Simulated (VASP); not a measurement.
Input of a VASP 6.6.1 run:

INCAR

```
SYSTEM = GdO
PREC     = Accurate       ! precision mode
ENCUT    = 520            ! plane-wave cutoff, eV
EDIFF    = 1E-7           ! SCF threshold, eV
ISMEAR   = 0              ! smearing method
SIGMA    = 0.017          ! smearing width, eV
LREAL    = .False.        ! projectors in reciprocal space
LASPH    = .True.         ! aspherical terms in the spheres
NELM     = 150            ! most SCF steps
ALGO     = Normal         ! electronic algorithm
ISIF     = 2              ! what is computed and relaxed
LWAVE    = .False.        ! write WAVECAR
LCHARG   = .False.        ! write CHGCAR
ISPIN    = 2              ! spin polarisation
MAGMOM   = 7 0            ! initial moments
LORBIT   = 11             ! projections on sites
LMAXMIX  = 6              ! l up to which the mixer works
GGA      = PE             ! functional
NBANDS   = 23             ! bands
```

The input KPOINTS:

```
Automatic mesh
0
Gamma
  9 9 9
  0 0 0
```

POSCAR

```
GdO
1.0
    2.8018137600      0.0000000000      0.0000000000
    0.0000000000      2.8018137600      0.0000000000
    0.0000000000      0.0000000000      2.8018137600
Gd O
1 1
Direct
    0.0000000000      0.0000000000      0.0000000000
    0.5000000000      0.5000000000      0.5000000000
```

Potentials or basis: VASP PAW PBE potentials, release 64 (Gd, O).

Run with:

```bash
$ cat potpaw_PBE.64/Gd/POTCAR potpaw_PBE.64/O/POTCAR > POTCAR
$ mpirun -np 1 vasp_std > vasp.out
```

Q: Predict the net moment.

A: 6.95 μB per cell.

Q: Predict the pressure.

A: 48.4 GPa.

Caveat: the cell stands under pressure; a cell with one magnetic atom can't hold antiferromagnetic order, which such compounds often take. The state reached can hang on the start; a lower one may exist.
